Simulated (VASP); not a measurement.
# GaN in VASP: a series of runs, part 3 of 3

VASP 6.6.1. Earlier steps stand in the parts before.

**5. Single point, PBE**

This run uses another cell than the first one, of 11.37 Å³/atom, 1.020 times its volume.

File INCAR:

```
  PREC = Accurate
  ENCUT = 520
  EDIFF = 1E-6
  ISMEAR = -1
  SIGMA = 0.02
  LREAL = F
  LASPH = T
  NELM = 100
  ALGO = Normal
  ISIF = 2
  LWAVE = F
  LCHARG = F
  GGA = PE
  NBANDS = 16
```

File KPOINTS:

```
Automatic mesh
0
Gamma
  10 10 10
```

File POSCAR:

```
GaN
1.0
    0.0000000000      2.2489525411      2.2489525411
    2.2489525411      0.0000000000      2.2489525411
    2.2489525411      2.2489525411      0.0000000000
Ga N
1 1
Direct
    0.0000000000      0.0000000000      0.0000000000
    0.2500000000      0.2500000000      0.2500000000
```

Potentials or basis: VASP PAW PBE potentials, release 64 (Ga_d, N).

Started as:

```sh
> cat potpaw_PBE.64/Ga_d/POTCAR potpaw_PBE.64/N/POTCAR > POTCAR
> mpirun -np 1 vasp_std > vasp.out
```

OUTCAR:

```text
PREC = Accurate
   ENCUT = 520
   EDIFF = 1E-6
   ISMEAR = -1
   LREAL = F
   LASPH = T
   NELM = 100
   ISIF = 2
   GGA = PE

 ion  position               nearest neighbor table
   1  0.000  0.000  0.000-   2 1.95   2 1.95   2 1.95   2 1.95
   2  0.250  0.250  0.250-   1 1.95   1 1.95   1 1.95   1 1.95

  LATTYP: Found a face centered cubic cell.
 ALAT       =     4.4979050822

  Lattice vectors:

 A1 = (   0.0000000000,   2.2489525411,   2.2489525411)
 A2 = (   2.2489525411,   0.0000000000,   2.2489525411)
 A3 = (   2.2489525411,   2.2489525411,   0.0000000000)

Analysis of symmetry for initial positions (statically):
=====================================================================
 Subroutine PRICEL returns:
 Original cell was already a primitive cell.

 Routine SETGRP: Setting up the symmetry group for a
 face centered cubic supercell.

 Subroutine GETGRP returns: Found 24 space group operations
 (whereof 24 operations were pure point group operations)
 out of a pool of 48 trial point group operations.

The static configuration has the point symmetry T_d .

Analysis of symmetry for dynamics (positions and initial velocities):
=====================================================================
 Subroutine PRICEL returns:
 Original cell was already a primitive cell.

 Routine SETGRP: Setting up the symmetry group for a
 face centered cubic supercell.

 Subroutine GETGRP returns: Found 24 space group operations
 (whereof 24 operations were pure point group operations)
 out of a pool of 48 trial point group operations.

The dynamic configuration has the point symmetry T_d .

 Subroutine INISYM returns: Found 24 space group operations
 (whereof 24 operations are pure point group operations),
 and found     1 'primitive' translations

----------------------------------------------------------------------------------------

                                     Primitive cell

  volume of cell :      22.7494

  direct lattice vectors                    reciprocal lattice vectors
     0.000000000  2.248952541  2.248952541    -0.222325723  0.222325723  0.222325723
     2.248952541  0.000000000  2.248952541     0.222325723 -0.222325723  0.222325723
     2.248952541  2.248952541  0.000000000     0.222325723  0.222325723 -0.222325723

  length of vectors
     3.180499185  3.180499185  3.180499185     0.385079448  0.385079448  0.385079448

  position of ions in fractional coordinates (direct lattice)
     0.000000000  0.000000000  0.000000000
     0.250000000  0.250000000  0.250000000

  ion indices of the primitive-cell ions
   primitive index   ion index
                 1           1
                 2           2

----------------------------------------------------------------------------------------

 KPOINTS: Automatic mesh

Automatic generation of k-mesh.
 Grid dimensions read from file:
 generate k-points for:   10   10   10

 Generating k-lattice:

  Cartesian coordinates                     Fractional coordinates (reciprocal lattice)
    -0.022232572  0.022232572  0.022232572     0.100000000  0.000000000  0.000000000
     0.022232572 -0.022232572  0.022232572     0.000000000  0.100000000  0.000000000
     0.022232572  0.022232572 -0.022232572     0.000000000  0.000000000  0.100000000

  Length of vectors
     0.038507945  0.038507945  0.038507945

  Shift w.r.t. Gamma in fractional coordinates (k-lattice)
     0.000000000  0.000000000  0.000000000

 Subroutine IBZKPT returns following result:
 ===========================================

 Found     47 irreducible k-points:

 Following reciprocal coordinates:
            Coordinates               Weight
  0.000000  0.000000  0.000000      1.000000
  0.100000  0.000000  0.000000      8.000000
  0.200000  0.000000  0.000000      8.000000
  0.300000  0.000000  0.000000      8.000000
  0.400000  0.000000  0.000000      8.000000
  0.500000  0.000000  0.000000      4.000000
[... 16 lines left out ...]
  0.300000  0.300000  0.000000      6.000000
  0.400000  0.300000  0.000000     24.000000
 [... further k-points ...]
   k-points           NKPTS =     47   k-points in BZ     NKDIM =     47   number of bands    NBANDS=     16
   number of dos      NEDOS =    301   number of ions     NIONS =      2
   total plane-waves  NPLWV =  13824
   dimension x,y,z NGX =    24 NGY =   24 NGZ =   24
   dimension x,y,z NGXF=    48 NGYF=   48 NGZF=   48
   ions per type =               1   1
   NGX,Y,Z   is equivalent  to a cutoff of  12.54, 12.54, 12.54 a.u.
   NGXF,Y,Z  is equivalent  to a cutoff of  25.09, 25.09, 25.09 a.u.
 SYSTEM =  unknown system
   PREC   = accura    normal or accurate (medium, high low for compatibility)
   ISTART =      0    job   : 0-new  1-cont  2-samecut
   ICHARG =      2    charge: 1-file 2-atom 10-const
   ISPIN  =      1    spin polarized calculation?
   LNONCOLLINEAR =      F non collinear calculations
   LSORBIT =      F    spin-orbit coupling
   LASPH  =      T    aspherical Exc in radial PAW
   ENCUT  =  520.0 eV  38.22 Ry    6.18 a.u.   5.91  5.91  5.91*2*pi/ulx,y,z
   NELM   =    100;   NELMIN=  2; NELMDL= -5     # of ELM steps
   EDIFF  = 0.1E-05   stopping-criterion for ELM
   LREAL  =      F    real-space projection
   EDIFFG = 0.1E-04   stopping-criterion for IOM
   NSW    =      0    number of steps for IOM
   IBRION =     -1    ionic relax: 0-MD 1-quasi-New 2-CG
   NFREE  =      0    steps in history (QN), initial steepest desc. (CG)
   ISIF   =      2    stress and relaxation
   ISYM   =      2    0-nonsym 1-usesym 2-fastsym
   POTIM  = 0.5000    time-step for ionic-motion
   TEBEG  =    0.0;   TEEND  =   0.0 temperature during run
   PSTRESS=    0.0 pullay stress
   NELECT =      18.0000    total number of electrons
   NUPDOWN=      -1.0000    fix difference up-down
   EMIN   =  10.00;   EMAX   =-10.00  energy-range for DOS
   EFERMI =   0.00;   METHOD = LEGACY
   ISMEAR =    -1;   SIGMA  =   0.02  broadening in eV -4-tet -1-fermi 0-gaus
   EFERMI_NEDOS =   21; number of points for ismear=-14 and -15
   IALGO  =     38    algorithm
   IMIX   =      4    mixing-type and parameters
     AMIX     =   0.40;   BMIX     =  1.00
     AMIX_MAG =   1.60;   BMIX_MAG =  1.00
  volume/ion in A,a.u.               =      11.37        76.76
  Fermi-wavevector in a.u.,A,eV,Ry     =   1.514173  2.861371 31.194330  2.292719
  Thomas-Fermi vector in A             =   2.623866
   LORBIT       =      0    0 simple, 1 ext, 2 COOP (PROOUT), +10 PAW based schemes
   GGA     = PE    functional components
   LHFCALC =     F    Hartree Fock is set to
   AEXX    =    0.0000 exact exchange contribution
   IVDW    =     0    specifies the selected vdW correction
   LEPSILON=     F    determine dielectric tensor
   LRPA    =     F    only Hartree local field effects (RPA)
 non-spin polarized calculation
  energy-cutoff  :      520.00
  volume of cell :       22.75
 maximum number of plane-waves:       622
   NGX = 11   NGY = 11   NGZ = 11

 number of electron      18.0000009 magnetization

 Free energy of the ion-electron system (eV)
  ---------------------------------------------------
  ext. energy  EPLUGINS =         0.00000000
  ---------------------------------------------------
  free energy    TOTEN  =       -12.13822243 eV

  energy without entropy =      -12.13822243  energy(sigma->0) =      -12.13822243

 E-fermi :   5.8188     XC(G=0): -11.6994

 val. band max:        5.3473373263   @ k =   0.0000   0.0000   0.0000
 cond. band min:       7.1109107904   @ k =   0.0000   0.0000   0.0000
 fundamental gap:      1.7635734642
 Fermi energy:         5.8187717559

 k-point     1 :       0.0000    0.0000    0.0000
  band No.  band energies     occupation
      1     -10.6382      2.00000
      2      -8.0994      2.00000
      3      -8.0994      2.00000
      4      -8.0994      2.00000
      5      -7.7735      2.00000
      6      -7.7735      2.00000
[... 8 lines left out ...]
     15      24.2492      0.00000
     16      24.2492      0.00000
[... 419 lines left out ...]
 k-point    24 :       0.4000    0.3000    0.0000
  band No.  band energies     occupation
      1      -9.6438      2.00000
      2      -7.9683      2.00000
      3      -7.8713      2.00000
      4      -7.8707      2.00000
      5      -7.7120      2.00000
      6      -6.8586      2.00000
[... 8 lines left out ...]
     15      27.7590      0.00000
     16      27.8417      0.00000

 [... further k-points ...]

------------------------ aborting loop because EDIFF is reached ----------------------------------------

  FORCE on cell =-STRESS in cart. coord.  units (eV):
  Direction    XX          YY          ZZ          XY          YZ          ZX
  --------------------------------------------------------------------------------------
  -------------------------------------------------------------------------------------
  Total        0.8912246      0.8912246      0.8912246      0.0000000     -0.0000000      0.0000000
  in kB       62.7663496     62.7663496     62.7663496      0.0000000     -0.0000000      0.0000000
  external PRESSURE =      62.7663496 kB  Pullay stress =       0.0000000 kB

 VOLUME and BASIS-vectors are now :
 -----------------------------------------------------------------------------
  energy-cutoff  :      520.00
  volume of cell :       22.75
      direct lattice vectors                 reciprocal lattice vectors
     0.000000000  2.248952541  2.248952541    -0.222325723  0.222325723  0.222325723
     2.248952541  0.000000000  2.248952541     0.222325723 -0.222325723  0.222325723
     2.248952541  2.248952541  0.000000000     0.222325723  0.222325723 -0.222325723

 POSITION                                       TOTAL-FORCE (eV/Angst)
 -----------------------------------------------------------------------------------
      0.00000      0.00000      0.00000        -0.000000     -0.000000     -0.000000
      1.12448      1.12448      1.12448         0.000000      0.000000      0.000000
 -----------------------------------------------------------------------------------
    total drift:                                0.000002      0.000002      0.000002

  FREE ENERGIE OF THE ION-ELECTRON SYSTEM (eV)
  ---------------------------------------------------
  free  energy   TOTEN  =       -12.1382224256 eV

  energy  without entropy=      -12.1382224256  energy(sigma->0) =      -12.13822243
```

stdout:

```text
POSCAR found type information on POSCAR GaN
 POSCAR found :  2 types and       2 ions
 scaLAPACK will be used
 LDA part: xc-table for (Slater+PW92), standard interpolation
 POSCAR, INCAR and KPOINTS ok, starting setup
 FFT: planning ... GRIDC
 FFT: planning ... GRID_SOFT
 FFT: planning ... GRID
 WAVECAR not read
 entering main loop
```

Wall time 21 s (1 thread of Intel Xeon 8259CL, shared host); peak memory 0.15 GiB.

Results:

```
Free energy            : -12.1382 eV
Pressure               : 6.3 GPa
Band gap on the k mesh : 1.76 eV, direct
```

**6. The runs side by side**

| cell | k mesh | smearing | gap on the mesh (eV) | pressure (GPa) |
| --- | --- | --- | --- | --- |
| a = 3.183, b = 3.183, c = 3.117 Å, angles 60.7, 60.7, 58.6°, 2 atoms | 6 × 6 × 6 | gaussian 0.01 eV | 1.82 | 10.2 |
| a = 3.182, b = 3.182, c = 3.149 Å, angles 60.3, 60.3, 59.3°, 2 atoms | 6 × 6 × 6 | gaussian 0.01 eV | 1.79 | 8.1 |
| a = 3.179, b = 3.179, c = 3.212 Å, angles 59.7, 59.7, 60.7°, 2 atoms | 6 × 6 × 6 | gaussian 0.01 eV | 1.64 | 4.5 |
| a = 3.180 Å, angles 60.0°, 2 atoms | 10 × 10 × 10 | fermi-dirac 0.02 eV | 1.76 | 6.3 |

Alike in all rows: task single point; level PBE; potentials or basis VASP PAW PBE potentials, release 64 (Ga_d, N); no spin polarisation; cutoff (eV) 520.

Absolute energies hang on the potentials; compare differences alone.
